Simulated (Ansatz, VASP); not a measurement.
## One calculation of SnO2, two programs

```xyz
6
Lattice="4.7374 0.0000 0.0000 0.0000 4.7374 0.0000 0.0000 0.0000 3.0908" Properties=species:S:1:pos:R:3 pbc="T T T"
Sn    0.0000    0.0000    0.0000
Sn    2.3687    2.3687    1.5454
O     1.4478    1.4478    0.0000
O     0.9208    3.8165    1.5454
O     3.2895    3.2895    0.0000
O     3.8165    0.9208    1.5454
```

Change from the starting cell: zz strain of -3 %, crystal datasets.

Alike in both runs: task electric field gradients; functional PBE; k mesh 4 × 4 × 6; occupations fermi-dirac, width 0.03 eV; no spin polarisation.

```csv
,VASP,Ansatz
version,VASP 6.6.1,Ansatz 0.2.0
potentials or method,"VASP PAW PBE potentials, release 64 (Sn_d, O), cutoff 520 eV","all-electron PAW with datasets made for the crystal, scalar-relativistic"
```

Ansatz gave:

| Property | Result |
| --- | --- |
| gap on the k mesh at the Fermi level (eV) | 1.72 |
| pressure (GPa) | 19.9 |
| traceless stress, the component that is largest in VASP (GPa) | 8.29 |
| rms of the force components (eV/Å) | 0.160 |
| size of Vzz on the site where it differs most (V/Å²) | 62.2 |

Question: Estimate VASP's values.

Answer: gap on the k mesh at the Fermi level (eV): 1.70; pressure (GPa): 20.7; traceless stress, the component that is largest in VASP (GPa): 8.58; rms of the force components (eV/Å): 0.173; size of Vzz on the site where it differs most (V/Å²): 69.0.

Atom by atom the forces differ by 0.014 eV/Å (rms over components). Ansatz ran all-electron here, and VASP with PAW potentials.
